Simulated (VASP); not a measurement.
Wanted: the native input for a VASP 6.6.1 run.

- Task: single point
- Functional: HSE06
- Potentials or basis: VASP PAW PBE potentials, release 64 (Se, Li_sv)
- Cutoff: 650 eV
- k mesh: 4 × 4 × 4
- Occupations: gaussian, width 0.01 eV
- Spin: no spin polarisation
- Dipole correction: no
- Grid for exact exchange (PRECFOCK): Normal
- Further INCAR settings: ALGO = Normal; EDIFF = 1e-06; NBANDS = 13
- Share of exact exchange: 0.25
- Screening parameter: 0.2079 1/Å

Crystal: Li2Se.

```
Se Li
1.0
     0.00000    2.99352    2.99352
     2.99352    0.00000    2.99352
     2.99352    2.99352    0.00000
Se Li
1 2
Direct
  0.00000 0.00000 0.00000
  0.25000 0.25000 0.25000
  0.75000 0.75000 0.75000
```

These files were run (other wordings do the same):

POSCAR

```
Li2Se
1.0
    0.0000000000      2.9935210596      2.9935210596
    2.9935210596      0.0000000000      2.9935210596
    2.9935210596      2.9935210596      0.0000000000
Se Li
1 2
Direct
    0.0000000000      0.0000000000      0.0000000000
    0.2500000000      0.2500000000      0.2500000000
    0.7500000000      0.7500000000      0.7500000000
```

INCAR.step1

```
ALGO = Normal
EDIFF = 1E-5
ENCUT = 650
GGA = PE
GGA_COMPAT = F
ISIF = 2
ISMEAR = 0
LASPH = T
LREAL = F
LWAVE = T
NBANDS = 13
NELM = 120
PREC = Accurate
SIGMA = 0.01
```

INCAR.step2

```
ALGO = Normal
EDIFF = 1E-6
ENCUT = 650
GGA = PE
GGA_COMPAT = F
HFSCREEN = 0.2079
ISIF = 2
ISMEAR = 0
ISTART = 1
LASPH = T
LCHARG = T
LELF = T
LHFCALC = T
LREAL = F
LVHAR = T
LWAVE = F
NBANDS = 13
NELM = 120
PREC = Accurate
PRECFOCK = Normal
SIGMA = 0.01
```

KPOINTS

```
k-points
0
Gamma
  4 4 4
```

Potentials or basis: VASP PAW PBE potentials, release 64 (Se, Li_sv).

Command:

```console
$ cat potpaw_PBE.64/Se/POTCAR potpaw_PBE.64/Li_sv/POTCAR > POTCAR
$ cp INCAR.step1 INCAR
$ mpirun -np 1 vasp_std > vasp.out
$ cp INCAR.step2 INCAR
$ mpirun -np 1 vasp_std > vasp.out
```

It gave:

```yaml
Pressure: -0.5 GPa
Band_gap_on_the_k_mesh: 3.83 eV (least direct gap 4.39 eV)
```

Caveat: the k points lie up to 0.45 Å⁻¹ apart; the PAW data sets were made with another functional, which shifts forces and pressure a little.

Wall time 9.7 min on 1 thread of Intel Xeon 8259CL, with other jobs on the host, peak memory 0.32 GiB.
